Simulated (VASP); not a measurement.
# AlCu5 (P4/mmm) in VASP: notebook, part 3 of 3

VASP 6.6.1. The steps go on from the part before.

### Step 5. Relaxation of cell and atoms, PBE

This run uses another cell than the first one, of 16.70 Å³/atom.

Contents of INCAR:

```
SYSTEM = AlCu5
  PREC = Accurate
  ENCUT = 600
  EDIFF = 1E-6
  ISMEAR = 0
  SIGMA = 0.1
  LREAL = .False.
  LASPH = .True.
  NELM = 80
  ALGO = Fast
  ISIF = 3
  LWAVE = .False.
  LCHARG = .False.
  GGA = PE
  IBRION = 2
  NSW = 90
  EDIFFG = -0.04
```

Contents of KPOINTS:

```
Automatic mesh
0
Gamma
  4 4 6
  0 0 0
```

Contents of POSCAR:

```
AlCu5
1.0
    6.3107460468      0.0000000000      0.0000000000
    0.0000000000      6.3107460468      0.0000000000
    0.0000000000      0.0000000000      2.5159188588
Al Cu
1 5
Direct
    0.5000000000      0.5000000000      0.0000000000
    0.3202160710      0.0000000000      0.5000000000
    0.6797839290      0.0000000000      0.5000000000
    0.0000000000      0.3202160710      0.5000000000
    0.0000000000      0.6797839290      0.5000000000
    0.0000000000      0.0000000000      0.0000000000
```

On the command line:

```console
> cat potpaw_PBE.64/Al/POTCAR potpaw_PBE.64/Cu/POTCAR > POTCAR
> mpirun -np 1 vasp_std > vasp.out
```

It took 88 s on 1 thread of Intel Xeon 6975P-C (Granite Rapids), shared host; peak memory 0.26 GiB.

Results (log left out):

- Free energy: -19.3742 eV
- Relaxed volume: 16.71 Å³/atom
- Relaxed cell: a = 6.302 Å, b = 6.302 Å, c = 2.524 Å, α = 90.00°, β = 90.00°, γ = 90.00°
- Space group after relaxing (to 0.1 Å): P4/mmm (No. 123)
- Energy gained by relaxing: 0.3 meV/atom
- Ionic steps: 2
- Pressure after relaxing: 0.0 GPa
- Largest force after relaxing: 0.019 eV/Å
- Band gap on the k mesh: zero (bands 29 and 30 overlap by 2.91 eV)

Forces on the atoms (eV/Å):
```
Al   0.000  0.000  0.000
Cu  -0.019  0.000  0.000
Cu   0.019  0.000  0.000
Cu   0.000 -0.019  0.000
Cu   0.000  0.019  0.000
Cu   0.000  0.000  0.000
```

Stress tensor (GPa, compression positive):
```
-0.15  0.00  0.00
 0.00 -0.15  0.00
 0.00  0.00  0.33
```

Step by step:
| step | energy change (eV) | largest force (eV/Å) | pressure (GPa) | volume (Å³) |
| --- | --- | --- | --- | --- |
| 1 | 0.0000 | 0.0606 | 0.04 | 100.20 |
| 2 | -0.0019 | 0.0187 | 0.01 | 100.25 |

Final structure:
```cif
data_structure
_symmetry_space_group_name_H-M 'P 1'
_symmetry_Int_Tables_number 1
_cell_length_a 6.3020
_cell_length_b 6.3020
_cell_length_c 2.5243
_cell_angle_alpha 90.000
_cell_angle_beta 90.000
_cell_angle_gamma 90.000
_cell_volume 100.25
loop_
_atom_site_label
_atom_site_type_symbol
_atom_site_fract_x
_atom_site_fract_y
_atom_site_fract_z
_atom_site_occupancy
Al1 Al 0.50000 0.50000 0.00000 1
Cu1 Cu 0.31975 0.00000 0.50000 1
Cu2 Cu 0.68025 0.00000 0.50000 1
Cu3 Cu 0.00000 0.31975 0.50000 1
Cu4 Cu 0.00000 0.68025 0.50000 1
Cu5 Cu 0.00000 0.00000 0.00000 1
```

Levels at points of the mesh, in eV from the Fermi level:
```csv
k point,band 25,band 26,band 27,band 28,band 29,band 30,band 31,band 32,band 33,band 34
"(0.00, 0.00, 0.00)",-1.75,-1.72,-1.61,-1.56,-1.25,-1.25,-0.90,0.94,0.94,2.17
"(0.50, 0.00, 0.00)",-1.66,-1.65,-1.64,-1.63,-1.25,-1.00,-0.89,0.63,2.29,4.70
"(0.50, 0.50, 0.00)",-1.70,-1.62,-1.62,-1.61,-1.56,1.26,1.26,1.87,2.39,2.39
"(0.00, 0.00, 0.50)",-1.06,-0.92,-0.85,0.49,1.66,3.08,3.08,3.12,3.66,3.75
"(0.50, 0.00, 0.50)",-1.06,-0.90,-0.30,0.33,0.51,1.97,2.99,3.34,3.41,3.98
"(0.50, 0.50, 0.50)",-1.33,-1.18,0.49,0.49,0.53,0.61,1.67,2.35,2.35,6.16
```

Caveat: the k points lie up to 0.41 Å⁻¹ apart in the final cell, too coarse for converged energies and pressures of a metal.

### Step 6. Single point, PBE

This run uses another cell than the first one, of 16.61 Å³/atom.

Contents of INCAR:

```
SYSTEM = AlCu5
PREC = Accurate
ENCUT = 520
EDIFF = 1E-6
ISMEAR = 0
SIGMA = 0.1
LREAL = .False.
LASPH = .True.
NELM = 100
ALGO = Fast
ISIF = 2
LWAVE = .False.
LCHARG = .False.
GGA = PE
NBANDS = 38
```

Contents of KPOINTS:

```
regular mesh
0
Gamma
  6 6 14
  0 0 0
```

Contents of POSCAR:

```
AlCu5
1.0
    6.2810217520      0.0000000000      0.0000000000
    0.0000000000      6.2810217520      0.0000000000
    0.0000000000      0.0000000000      2.5260492664
Al Cu
1 5
Direct
    0.5000000000      0.5000000000      0.0000000000
    0.3194820366      0.0000000000      0.5000000000
    0.6805179634      0.0000000000      0.5000000000
    0.0000000000      0.3194820366      0.5000000000
    0.0000000000      0.6805179634      0.5000000000
    0.0000000000      0.0000000000      0.0000000000
```

Potentials or basis: VASP PAW PBE potentials, release 64 (Al, Cu).

On the command line:

```console
> cat potpaw_PBE.64/Al/POTCAR potpaw_PBE.64/Cu/POTCAR > POTCAR
> mpirun -np 1 vasp_std > vasp.out
```

OUTCAR:

```text
SYSTEM = AlCu5
   PREC = Accurate
   ENCUT = 520
   EDIFF = 1E-6
   ISMEAR = 0
   LREAL = .False.
   LASPH = .True.
   NELM = 100
   ISIF = 2
   GGA = PE

 ion  position               nearest neighbor table
   1  0.500  0.500  0.000-
   2  0.319  0.000  0.500-   3 2.27   6 2.37   6 2.37
   3  0.681  0.000  0.500-   2 2.27   6 2.37   6 2.37
   4  0.000  0.319  0.500-   5 2.27   6 2.37   6 2.37
   5  0.000  0.681  0.500-   4 2.27   6 2.37   6 2.37
   6  0.000  0.000  0.000-   2 2.37   3 2.37   4 2.37   5 2.37   2 2.37   3 2.37   4 2.37   5 2.37

  LATTYP: Found a simple tetragonal cell.
 ALAT       =     6.2810217520
 C/A-ratio  =     0.4021717112

  Lattice vectors:

 A1 = (   6.2810217520,   0.0000000000,   0.0000000000)
 A2 = (   0.0000000000,   6.2810217520,   0.0000000000)
 A3 = (   0.0000000000,   0.0000000000,   2.5260492664)

Analysis of symmetry for initial positions (statically):
=====================================================================
 Subroutine PRICEL returns:
[... 183 lines left out ...]
 val. band max:        4.8157878759   @ k =   0.5000   0.3333   0.5000
 cond. band min:       4.8474073990   @ k =   0.0000   0.0000   0.2857
 fundamental gap:      0.0316195231
 Fermi energy:         4.8406029427

 k-point     1 :       0.0000    0.0000    0.0000
  band No.  band energies     occupation
      1      -3.4105      2.00000
      2      -1.3665      2.00000
      3      -0.1872      2.00000
      4       0.3161      2.00000
      5       0.7049      2.00000
      6       0.7049      2.00000
[... 973 lines left out ...]
     37      11.3740      0.00000
     38      13.8305      0.00000

 [... further k-points ...]

------------------------ aborting loop because EDIFF is reached ----------------------------------------

  FORCE on cell =-STRESS in cart. coord.  units (eV):
  Direction    XX          YY          ZZ          XY          YZ          ZX
  --------------------------------------------------------------------------------------
  -------------------------------------------------------------------------------------
  Total        0.3466342      0.3466342      0.3861309      0.0000000      0.0000000      0.0000000
  in kB        5.5728782      5.5728782      6.2078720      0.0000000      0.0000000      0.0000000
  external PRESSURE =       5.7845428 kB  Pullay stress =       0.0000000 kB

 VOLUME and BASIS-vectors are now :
 -----------------------------------------------------------------------------
  energy-cutoff  :      520.00
  volume of cell :       99.66
      direct lattice vectors                 reciprocal lattice vectors
     6.281021752  0.000000000  0.000000000     0.159209765  0.000000000  0.000000000
     0.000000000  6.281021752  0.000000000     0.000000000  0.159209765  0.000000000
     0.000000000  0.000000000  2.526049266     0.000000000  0.000000000  0.395875098

 POSITION                                       TOTAL-FORCE (eV/Angst)
 -----------------------------------------------------------------------------------
      3.14051      3.14051      0.00000         0.000000      0.000000     -0.000000
      2.00667      0.00000      1.26302         0.004405     -0.000000     -0.000000
      4.27435      0.00000      1.26302        -0.004405     -0.000000      0.000000
      0.00000      2.00667      1.26302        -0.000000      0.004405      0.000000
      0.00000      4.27435      1.26302         0.000000     -0.004405     -0.000000
      0.00000      0.00000      0.00000         0.000000      0.000000     -0.000000
 -----------------------------------------------------------------------------------
    total drift:                                0.000000      0.000000     -0.000000

  FREE ENERGIE OF THE ION-ELECTRON SYSTEM (eV)
  ---------------------------------------------------
  free  energy   TOTEN  =       -19.3651641177 eV

  energy  without entropy=      -19.3536113911  energy(sigma->0) =      -19.35938775
```

Run time: 3.1 min. Hardware: 1 thread of Intel Xeon 6975P-C (Granite Rapids), shared host; peak memory 0.36 GiB.

What came out:

| Item | Value |
| --- | --- |
| Free energy | -19.3652 eV |
| Pressure | 0.6 GPa |
| Largest force | 0.004 eV/Å |
| Band gap on the k mesh | zero (bands 29 and 30 overlap by 3.07 eV) |

Forces in eV/Å, atoms in the order of the input:
```
Al   0.000  0.000  0.000
Cu   0.004  0.000  0.000
Cu  -0.004  0.000  0.000
Cu   0.000  0.004  0.000
Cu   0.000 -0.004  0.000
Cu   0.000  0.000  0.000
```

### Step 7. Summary

```tsv
task	cell	k mesh	cutoff (eV)	gap on the mesh (eV)	pressure (GPa)	largest force (eV/Å)
single point	a = 4.402, b = 4.402, c = 4.136 Å, 6 atoms, atomic positions A	4 × 4 × 4	520	none	99.3	23.41
single point	a = 6.311, b = 6.311, c = 2.516 Å, 6 atoms, atomic positions B	4 × 4 × 4	520	none	0.1	0.01
single point	a = 6.281, b = 6.281, c = 2.529 Å, 6 atoms, atomic positions B	4 × 4 × 6	520	none	0.4	-
relaxation of cell and atoms	relaxed from a = 6.311, b = 6.311, c = 2.516 Å, 6 atoms, atomic positions B	4 × 4 × 6	600	none	0.0	0.02
single point	a = 6.281, b = 6.281, c = 2.526 Å, 6 atoms, atomic positions B	6 × 6 × 14	520	none	0.6	-
```

Alike in all rows: level PBE; potentials or basis VASP PAW PBE potentials, release 64 (Al, Cu); no spin polarisation; smearing gaussian 0.1 eV.

Caveats: some runs use coarse meshes; atoms lie so close that the PAW spheres overlap strongly, which falsifies energies and pressures (at least some runs); forces of over 1 eV/Å act on the atoms, so gaps and moduli don't describe the material at rest (at least some runs).

Total energies depend on the potentials used, so only differences within one code and one set of settings carry meaning.
